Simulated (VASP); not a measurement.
Wanted: the native input for a VASP 6.6.1 run.

```
Task                   : single point
Functional             : PBEsol
Potentials or basis    : VASP PAW PBE potentials, release 64 (Mo_sv)
Cutoff                 : 520 eV
k mesh                 : 11 × 11 × 1
Occupations            : gaussian, width 0.1 eV
Spin                   : no spin polarisation
Dipole correction      : yes
Further INCAR settings : ALGO = Normal; EDIFF = 1e-06; NBANDS = 36
```

The structure of Mo lies in POSCAR:

```
Mo
1.0
    2.7100592319      0.0000000000      0.0000000000
   -0.9033530773      2.5550683471      0.0000000000
    0.0000000000      0.0000000000     23.6382622909
Mo
4
Direct
    0.5000000000      0.5000000000      0.3595864999
    0.0000000000      0.0000000000      0.4531955000
    0.5000000000      0.5000000000      0.5468291719
    0.0000000000      0.0000000000      0.6363507404
```

The input as run:

INCAR

```
SYSTEM = Mo
PREC = Accurate ; ENCUT = 520
EDIFF = 1E-6 ; ISMEAR = 0
SIGMA = 0.1 ; LREAL = .FALSE.
LASPH = .TRUE. ; NELM = 80
ALGO = Normal ; ISIF = 2
LWAVE = .FALSE. ; LCHARG = .FALSE.
LDIPOL = .TRUE. ; IDIPOL = 3
DIPOL = 0.5 0.5 0.499 ; GGA = PS
NBANDS = 36
```

KPOINTS

```
Automatic mesh
0
G
  11 11 1
  0 0 0
```

Potentials or basis: VASP PAW PBE potentials, release 64 (Mo_sv).

Command:

```console
$ cat potpaw_PBE.64/Mo_sv/POTCAR > POTCAR
$ mpirun -np 1 vasp_std > vasp.out
```

Results of the run:

```json
{
 "Largest force": "0.597 eV/Å",
 "Band gap on the k mesh": "zero (bands 28 and 29 overlap by 1.94 eV)"
}
```

Caveat: the PAW data sets were made with another functional, which shifts forces and pressure a little.

Wall time 3.6 min on 1 thread of AMD EPYC 9R45 96-Core Processor (Zen 5), on a shared host, peak memory 0.31 GiB.
